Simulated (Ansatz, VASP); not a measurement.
**Ti: VASP beside Ansatz**

The input INCAR:

```
PREC = Accurate
ENCUT = 500
EDIFF = 1E-6
ISMEAR = -1
SIGMA = 0.08
LREAL = F
LASPH = T
NELM = 120
ALGO = Normal
ISIF = 2
LWAVE = F
LCHARG = T
GGA = PE
LELF = T
LVHAR = T
NBANDS = 19
GGA_COMPAT = F
```

KPOINTS

```
Automatic mesh
0
Gamma
  13 13 7
```

POSCAR

```
Ti
1.0
    3.0078556446      0.0000000000      0.0000000000
   -1.5039278223      2.6048793991      0.0000000000
    0.0000000000      0.0000000000      4.7779056859
Ti
2
Direct
    0.3333333333      0.6666666667      0.2500000000
    0.6666666667      0.3333333333      0.7500000000
```

Input for Ansatz:

```yaml
crystal:
  lattice:
    - [3.0078556446, 0.0, 0.0]
    - [-1.5039278223, 2.6048793991, 0.0]
    - [0.0, 0.0, 4.7779056859]
  atoms:
    - { symbol: Ti, position: [0.3333333333, 0.6666666667, 0.25] }
    - { symbol: Ti, position: [0.6666666667, 0.3333333333, 0.75] }
kpoints:
  mp_grid: { grid: [13, 13, 7] }
  band_path:
    path:
      - [0.0, 0.0, 0.0]
      - [0.5, 0.0, 0.0]
      - [0.3333333333, 0.3333333333, 0.0]
      - [0.0, 0.0, 0.0]
      - [0.0, 0.0, 0.5]
      - [0.5, 0.0, 0.5]
      - [0.3333333333, 0.3333333333, 0.5]
      - [0.0, 0.0, 0.5]
      - [0.5, 0.0, 0.5]
    npoints: 5
scf:
  occupations: { method: fermi_dirac, width: 0.08 }
hamiltonian:
  xc: pbe
  pseudopotentials: { kind: all_electron, lapw: { basis_error: 0.0005 } }
output:
  forces: true
  stress: true
  eigenvalues: true
```

Change from the starting cell: volume scaled by 1.06.

Alike in both runs: task single point; functional PBE; k mesh 13 × 13 × 7; occupations fermi-dirac, width 0.08 eV; no spin polarisation.

```csv
,VASP,Ansatz
version,VASP 6.6.1,Ansatz 0.2.0
potentials or method,"VASP PAW PBE potentials, release 64 (Ti_sv), cutoff 500 eV","all-electron LAPW, scalar-relativistic"
```

|  | VASP | Ansatz | Ansatz less VASP |
| --- | --- | --- | --- |
| pressure (GPa) | -7.3 | -7.1 | +0.17 |
| traceless stress, the component that is largest in VASP (GPa) | -0.31 | -0.30 | +0.003 |

Ansatz ran all-electron here, and VASP with PAW potentials.
